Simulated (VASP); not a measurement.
Here is a VASP 6.6.1 calculation.

File INCAR:

```
SYSTEM = Be
PREC = Accurate
ENCUT = 600
EDIFF = 1E-6
ISMEAR = -1
SIGMA = 0.05
LREAL = .FALSE.
LASPH = .TRUE.
NELM = 60
ALGO = Normal
ISIF = 3
LWAVE = .FALSE.
LCHARG = .FALSE.
GGA = PS
IBRION = 2
NSW = 32
EDIFFG = -0.005
PSTRESS = 4700.0
```

The input KPOINTS:

```
Automatic mesh
0
G
  14 14 19
  0 0 0
```

Contents of POSCAR:

```
Be
1.0
    2.6597125869      0.0000000000      0.0000000000
   -1.3298562934      2.3033786670      0.0000000000
    0.0000000000      0.0000000000      1.5831664552
Be
3
Direct
    0.0000000000      0.0000000000      0.0000000000
    0.3333333333      0.6666666667      0.5000000000
    0.6666666667      0.3333333333      0.5000000000
```

Potentials or basis: VASP PAW PBE potentials, release 64 (Be).

Launch:

```console
$ cat potpaw_PBE.64/Be/POTCAR > POTCAR
$ mpirun -np 1 vasp_std > vasp.out
```

Problem. What does it give for the relaxed cell?

Solution. a = 2.664 Å, b = 2.664 Å, c = 1.586 Å, α = 90.00°, β = 90.00°, γ = 120.00°.

Problem. Predict the band gap on the k mesh.

Solution. Zero (bands 3 and 4 overlap by 10.38 eV).

Final structure:
```xyz
3
Lattice="2.6640 0.0000 0.0000 -1.3320 2.3071 0.0000 0.0000 0.0000 1.5856" Properties=species:S:1:pos:R:3 pbc="T T T"
Be    0.0000    0.0000    1.5856
Be    0.0000    1.5380    0.7928
Be    1.3320    0.7690    0.7928
```

Caveat: the cell is relaxed towards a set pressure, so the run minimises the enthalpy, not the energy.
